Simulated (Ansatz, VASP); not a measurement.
**Ca in VASP and in Ansatz**

File INCAR:

```
ALGO     = Normal         # electronic algorithm
EDIFF    = 1E-6           # SCF threshold, eV
EDIFFG   = -0.005         # ionic threshold
ENCUT    = 600            # plane-wave cutoff, eV
GGA      = PE             # functional
IBRION   = 2              # ionic algorithm
ISIF     = 3              # what is computed and relaxed
ISMEAR   = -1             # smearing method
LASPH    = True           # aspherical terms in the spheres
LCHARG   = False          # write CHGCAR
LREAL    = False          # projectors in reciprocal space
LWAVE    = False          # write WAVECAR
NELM     = 100            # most SCF steps
NSW      = 60             # ionic steps
PREC     = Accurate       # precision mode
SIGMA    = 0.08           # smearing width, eV
```

KPOINTS

```
k-points
0
Gamma
  10 10 10
```

Contents of POSCAR:

```
Ca
1.0
    0.0000000000      3.7495703211      3.7495703211
    3.7495703211      0.0000000000      3.7495703211
    3.7495703211      3.7495703211      0.0000000000
Ca
2
Direct
   -0.1250000000     -0.1250000000     -0.1250000000
    0.1250000000      0.1250000000      0.1250000000
```

Input for Ansatz:

```yaml
crystal:
  lattice:
    - [0.0, 3.7495703211, 3.7495703211]
    - [3.7495703211, 0.0, 3.7495703211]
    - [3.7495703211, 3.7495703211, 0.0]
  atoms:
    - { symbol: Ca, position: [-0.125, -0.125, -0.125] }
    - { symbol: Ca, position: [0.125, 0.125, 0.125] }
kpoints:
  mp_grid: { grid: [10, 10, 10] }
scf:
  occupations: { method: fermi_dirac, width: 0.08 }
hamiltonian:
  xc: pbe
  pseudopotentials: { kind: paw }
output:
  forces: true
  stress: true
  write_density: true
  write_potential: true
  elf: true
  volumetric_format: npy
relax:
  f_tol: 0.005
  max_steps: 40
  cell: {}
```

Alike in both runs: task relaxation of cell and atoms; functional PBE; k mesh 10 × 10 × 10; occupations fermi-dirac, width 0.08 eV; no spin polarisation.

|  | VASP | Ansatz |
| --- | --- | --- |
| version | VASP 6.6.1 | Ansatz 0.2.0 |
| potentials or method | VASP PAW PBE potentials, release 64 (Ca_sv) | PAW with Ansatz's default frozen-core files, scalar-relativistic |
| plane-wave cutoff (eV) | 600 | 420 |
| valence electrons in the cell | 20 | 20 |

VASP gave:

- relaxed volume (Å³/atom): 79.92
- relaxed cell length with the largest relative difference (Å): 6.092

Q: What did Ansatz give for the same quantities?

A: Relaxed volume (Å³/atom): 79.51; relaxed cell length with the largest relative difference (Å): 6.081.

Noted on VASP's run: the volume moved by over 15 % at a fixed basis, so the end points are rough.
